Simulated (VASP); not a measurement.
A run of VASP 6.6.1:

INCAR

```
ALGO = Normal
EDIFF = 1E-6
ENCUT = 520
GGA = PE
ISIF = 2
ISMEAR = 0
LASPH = T
LCHARG = F
LREAL = F
LWAVE = F
NBANDS = 35
NELM = 80
PREC = Accurate
SIGMA = 0.01
```

Contents of KPOINTS:

```
k-points
0
Gamma
  6 6 2
```

POSCAR

```
Te2Mo
1.0
    3.5421311219      0.0000000000      0.0000000000
   -1.7710655610      3.0675755351      0.0000000000
    0.0000000000      0.0000000000     14.1766718530
Mo Te
2 4
Direct
    0.3333333333      0.6666666667      0.2500000000
    0.6666666667      0.3333333333      0.7500000000
    0.6666666667      0.3333333333      0.3765845064
    0.6666666667      0.3333333333      0.1234154936
    0.3333333333      0.6666666667      0.8765845064
    0.3333333333      0.6666666667      0.6234154936
```

Potentials or basis: VASP PAW PBE potentials, release 64 (Mo_sv, Te).

Launch:

```bash
$ cat potpaw_PBE.64/Mo_sv/POTCAR potpaw_PBE.64/Te/POTCAR > POTCAR
$ mpirun -np 1 vasp_std > vasp.out
```

Hardware: 1 thread of Intel Xeon 8259CL, on a shared host.

**Question.** How long does it take, and how much memory?

**Answer.** It took 2.1 min on 1 thread of Intel Xeon 8259CL (shared host), peak memory 0.31 GiB. Counts: scf iterations 15, k points 14.
